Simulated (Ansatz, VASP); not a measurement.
Two plane-wave programs on MgTe

The input POSCAR:

```
MgTe
1.0
    4.5170435700      0.0000000000      0.0000000000
   -2.2585217900      3.9118744900      0.0000000000
    0.0000000000      0.0000000000      7.3540950600
Mg Te
2 2
Direct
    0.3333333300      0.6666666700      0.0043523900
    0.6666666700      0.3333333300      0.5043523900
    0.3333333300      0.6666666700      0.3806476100
    0.6666666700      0.3333333300      0.8806476100
```

The input INCAR.step1:

```
SYSTEM = MgTe
  PREC = Accurate
  ENCUT = 580
  ISMEAR = -1
  SIGMA = 0.02
  LREAL = .FALSE.
  LASPH = .TRUE.
  NELM = 120
  GGA = PE
  ALGO = Normal
  EDIFF = 1E-5
  LWAVE = .TRUE.
  LCHARG = .FALSE.
  GGA_COMPAT = .FALSE.
  IBRION = 2
  EDIFFG = -0.01
  NELMIN = 4
  NSW = 100
```

The input INCAR.step2:

```
SYSTEM = MgTe
  PREC = Accurate
  ENCUT = 580
  EDIFF = 1E-7
  ISMEAR = -1
  SIGMA = 0.02
  LREAL = .FALSE.
  LASPH = .TRUE.
  NELM = 120
  ALGO = Normal
  ISIF = 2
  LWAVE = .FALSE.
  LCHARG = .FALSE.
  METAGGA = R2SCAN
  LMIXTAU = .TRUE.
  IBRION = 2
  NSW = 50
  EDIFFG = -0.01
  ISTART = 1
  GGA_COMPAT = .FALSE.
  NELMIN = 4
```

KPOINTS

```
Automatic mesh
0
G
  6 6 4
  0 0 0
```

Input for Ansatz:

```yaml
crystal:
  lattice:
    - [4.51704357, 0.0, 0.0]
    - [-2.25852179, 3.91187449, 0.0]
    - [0.0, 0.0, 7.35409506]
  atoms:
    - { symbol: Mg, position: [0.33333333, 0.66666667, 0.00435239] }
    - { symbol: Mg, position: [0.66666667, 0.33333333, 0.50435239] }
    - { symbol: Te, position: [0.33333333, 0.66666667, 0.38064761] }
    - { symbol: Te, position: [0.66666667, 0.33333333, 0.88064761] }
  symmetry: { tolerance: 0.0003 }
hamiltonian:
  xc: r2scan
  pseudopotentials: { kind: paw, azcp: { folder: soft_1 } }
basis:
  ecutwfc: 500
magnetization:
  spin_polarized: false
scf:
  occupations: { method: fermi_dirac, width: 0.02 }
kpoints:
  mp_grid: { grid: [6, 6, 4], shift: [0, 0, 0] }
  band_path:
    path:
      - [0.0, 0.0, 0.0]
      - [0.5, 0.0, 0.0]
      - [0.33333333, 0.33333333, 0.0]
      - [0.0, 0.0, 0.0]
      - [0.0, 0.0, 0.5]
      - [0.5, 0.0, 0.5]
      - [0.33333333, 0.33333333, 0.5]
      - [0.0, 0.0, 0.5]
      - [0.5, 0.0, 0.5]
      - [0.5, 0.0, 0.0]
      - [0.33333333, 0.33333333, 0.5]
    npoints: 7
output:
  forces: true
  stress: true
  eigenvalues: true
  write_potential: true
  elf: true
  volumetric_format: npy
  dos: { e_range: [-12, 8], de: 0.05 }
relax:
  max_steps: 30
```

Alike in both runs: task relaxation of the atoms; functional r2SCAN; k mesh 6 × 6 × 4; occupations fermi-dirac, width 0.02 eV; no spin polarisation.

```csv
,VASP,Ansatz
version,VASP 6.6.1,Ansatz 0.2.0
potentials or method,"VASP PAW PBE potentials, release 64 (Mg, Te), cutoff 580 eV",PAW plane waves
valence electrons in the cell,16,52
```

Ansatz gave:

| Quantity | Value |
| --- | --- |
| gap on the k mesh at the Fermi level, each at its own relaxed structure (eV) | 3.36 |

Q: What did VASP give for the same quantities?

A: gap on the k mesh at the Fermi level, each at its own relaxed structure (eV): 3.34.

VASP's potentials were made for PBE, not for r2SCAN. VASP's potentials hold 16 valence electrons a cell and Ansatz's 52, so a difference there can come from the potentials and not from the codes. Ansatz's warnings: stress scf threshold loose.

Spin-orbit coupling is off throughout. Noted on VASP's run: the relaxation stopped at its first step, so nothing moved.
